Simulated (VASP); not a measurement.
A run of VASP 6.6.1:

File POSCAR:

```
P
1.0
    3.2893161516      0.0000000000      0.0000000000
    0.0000000000      4.6348897382      0.0000000000
    0.0000000000      0.0000000000     18.0000000000
P
4
Direct
    0.0000000000      0.0914619206      0.5578894385
    0.5000000000      0.4085380794      0.5578894385
    0.0000000000      0.9085380794      0.4421105615
    0.5000000000      0.5914619206      0.4421105615
```

File INCAR.step1:

```
PREC = Accurate
ENCUT = 440
ISMEAR = 0
SIGMA = 0.01
LREAL = F
LASPH = T
NELM = 120
NBANDS = 18
GGA = PE
ALGO = Normal
EDIFF = 1E-5
LWAVE = T
LCHARG = F
GGA_COMPAT = F
NELMDL = -8
```

File INCAR.step2:

```
PREC = Accurate
ENCUT = 440
EDIFF = 1E-6
ISMEAR = 0
SIGMA = 0.01
LREAL = F
LASPH = T
NELM = 120
ALGO = Normal
ISIF = 2
LWAVE = F
LCHARG = F
METAGGA = R2SCAN
LMIXTAU = T
NBANDS = 18
ISTART = 1
GGA_COMPAT = F
```

KPOINTS

```
regular mesh
0
Gamma
  14 10 1
```

Potentials or basis: VASP PAW PBE potentials, release 64 (P).

Run with:

```bash
$ cat potpaw_PBE.64/P/POTCAR > POTCAR
$ cp INCAR.step1 INCAR
$ mpirun -np 1 vasp_std > vasp.out
$ cp INCAR.step2 INCAR
$ mpirun -np 1 vasp_std > vasp.out
```

Hardware: 1 thread of Intel Xeon 8259CL (shared host).

**Question.** How long does it take, and how much memory?

**Answer.** Wall time 19 min on 1 thread of Intel Xeon 8259CL (shared host), peak memory 0.4 GiB. Counts: k points 48.
